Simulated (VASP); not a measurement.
## Hf: single point with PBE

The system is Hf.

```
Hf
1.0
    -2.80864    2.80864    1.51038
     2.80864   -2.80864    1.51038
     2.80864    2.80864   -1.51038
Hf
2
Direct
  0.62500 0.87500 0.75000
  0.37500 0.12500 0.25000
```

```yaml
Program: VASP 6.6.1
Task: single point
Functional: PBE
Potentials_or_basis: VASP PAW PBE potentials, release 64 (Hf_pv)
Cutoff: 520 eV
k_mesh: 14 × 14 × 14
Occupations: fermi-dirac, width 0.1 eV
Spin: no spin polarisation
Dipole_correction: no
Further_INCAR_settings: ALGO = Normal; EDIFF = 1e-07; NBANDS = 17
```

```yaml
Pressure: -2.0 GPa
Band_gap_on_the_k_mesh: zero (bands 10 and 11 overlap by 0.73 eV)
```

Levels at points of the mesh, in eV from the Fermi level:
```tsv
k point	band 6	band 7	band 8	band 9	band 10	band 11	band 12	band 13	band 14	band 15
(0.00, 0.00, 0.00)	-30.00	-6.68	-2.77	-1.01	-0.97	0.22	3.87	3.87	3.94	3.94
(0.50, 0.00, 0.00)	-29.97	-2.76	-2.10	-0.96	-0.22	0.60	1.71	1.82	3.71	4.08
(0.50, 0.50, 0.00)	-29.96	-3.72	-3.72	-0.45	-0.45	0.84	0.84	2.21	2.21	4.89
(0.50, 0.50, 0.50)	-29.93	-3.24	-3.24	0.08	0.08	0.19	0.19	3.22	3.22	4.50
```

Wall time 4.7 min on 1 thread of Intel Xeon 8259CL (shared host), peak memory 0.27 GiB.

Caveat: spin-orbit coupling is left out, which moves the levels of the heavy elements.
